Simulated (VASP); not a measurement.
Set up this calculation in VASP 6.6.1, as the native input.

* Task: relaxation of cell and atoms
* Functional: PBE
* Potentials or basis: VASP PAW PBE potentials, release 64 (Ge_d, B, P)
* Cutoff: 600 eV
* k mesh: 4 × 4 × 4
* Occupations: gaussian, width 0.1 eV
* Spin: no spin polarisation
* Dipole correction: no
* Further INCAR settings: ALGO = Normal; EDIFF = 1e-07; IBRION = 2; EDIFFG = -0.04; NSW = 90; ISIF = 3

The structure of GeB4P lies in POSCAR:

```
GeB4P
1.0
    0.0000000000      4.1469720200      4.1469720200
    4.1469720200      0.0000000000      4.1469720200
    4.1469720200      4.1469720200      0.0000000000
Ge B P
1 4 1
Direct
    0.0000000000      0.0000000000      0.0000000000
    0.3657349900      0.3657349900      0.3657349900
    0.3657349900      0.3657349900      0.9027950200
    0.3657349900      0.9027950200      0.3657349900
    0.9027950200      0.3657349900      0.3657349900
    0.5000000000      0.5000000000      0.5000000000
```

The cell was generated, and may not be a known phase.

One way to write it, as run:

INCAR

```
SYSTEM = GeB4P
PREC = Accurate ; ENCUT = 600
EDIFF = 1E-7 ; ISMEAR = 0
SIGMA = 0.1 ; LREAL = .False.
LASPH = .True. ; NELM = 80
ALGO = Normal ; ISIF = 3
LWAVE = .False. ; LCHARG = .False.
GGA = PE ; IBRION = 2
NSW = 90 ; EDIFFG = -0.04
```

KPOINTS

```
regular mesh
0
Gamma
  4 4 4
  0 0 0
```

Potentials or basis: VASP PAW PBE potentials, release 64 (Ge_d, B, P).

The run is started by

```bash
$ cat potpaw_PBE.64/Ge_d/POTCAR potpaw_PBE.64/B/POTCAR potpaw_PBE.64/P/POTCAR > POTCAR
$ mpirun -np 1 vasp_std > vasp.out
```

It gave:

- Relaxed volume: 13.09 Å³/atom
- Relaxed cell: a = 4.806 Å, b = 4.806 Å, c = 4.806 Å, α = 60.00°, β = 60.00°, γ = 60.00°
- Space group after relaxing (to 0.1 Å): F-43m (No. 216)
- Pressure after relaxing: -0.2 GPa
- Band gap on the k mesh: zero (an odd number of electrons rules out a gap without spin polarisation)

Caveat: the volume moved by over 15 % at a fixed basis, so the end points are rough; an odd number of electrons without spin polarisation forces a metal; a magnetic or distorted state may lie lower.

Wall time 10 min on 1 thread of Oxide Virtual Turin-like Processor (shared host), peak memory 0.32 GiB.
